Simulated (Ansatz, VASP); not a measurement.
# CdTe in VASP and in Ansatz

File POSCAR:

```
CdTe
1.0
    0.0000000000      3.3934339422      3.3934339422
    3.3934339422      0.0000000000      3.3934339422
    3.3934339422      3.3934339422      0.0000000000
Cd Te
1 1
Direct
    0.0000000000      0.0000000000      0.0000000000
    0.2500000000      0.2500000000      0.2500000000
```

INCAR.step1

```
PREC = Accurate
ENCUT = 520
EDIFF = 1E-5
ISMEAR = 0
SIGMA = 0.05
LREAL = F
LASPH = T
NELM = 60
ALGO = Normal
ISIF = 2
LWAVE = T
LCHARG = F
GGA = PE
NBANDS = 16
```

File INCAR.step2:

```
PREC = Accurate
ENCUT = 520
EDIFF = 1E-6
ISMEAR = 0
SIGMA = 0.05
LREAL = F
LASPH = T
NELM = 60
ALGO = Normal
ISIF = 2
LWAVE = F
LCHARG = F
GGA = PE
LHFCALC = T
HFSCREEN = 0.2079
PRECFOCK = Normal
ISTART = 1
NBANDS = 16
```

The input KPOINTS:

```
regular mesh
0
Gamma
  4 4 4
```

Input for Ansatz:

```yaml
crystal:
  lattice:
    - [0.0, 3.3934339422, 3.3934339422]
    - [3.3934339422, 0.0, 3.3934339422]
    - [3.3934339422, 3.3934339422, 0.0]
  atoms:
    - { symbol: Cd, position: [0.0, 0.0, 0.0] }
    - { symbol: Te, position: [0.25, 0.25, 0.25] }
basis:
  ecutwfc: 420
kpoints:
  mp_grid: { grid: [4, 4, 4] }
hamiltonian:
  xc: hse06
scf:
  occupations: { method: gaussian, width: 0.05 }
output:
  forces: true
  stress: true
  eigenvalues: true
```

Alike in both runs: task single point; functional HSE06; k mesh 4 × 4 × 4; occupations gaussian, width 0.05 eV; no spin polarisation.

```csv
,VASP,Ansatz
version,VASP 6.6.1,Ansatz 0.2.0
potentials or method,"VASP PAW PBE potentials, release 64 (Cd, Te), cutoff 520 eV","scalar-relativistic, plane waves, PAW"
valence electrons in the cell,18,36
```

Ansatz gave:

```
gap on the k mesh at the Fermi level (eV) : 1.18
least direct gap on the mesh (eV)         : 1.18
pressure (GPa)                            : -3.0
```

Task: Estimate VASP's values.

Result: gap on the k mesh at the Fermi level (eV): 1.11; least direct gap on the mesh (eV): 1.11; pressure (GPa): -3.1.

VASP's potentials hold 18 valence electrons a cell and Ansatz's 36, so a difference there can come from the potentials and not from the codes. Ansatz's warnings: stress exchange threshold loose, stress scf threshold loose.

Neither program's run includes spin-orbit coupling.
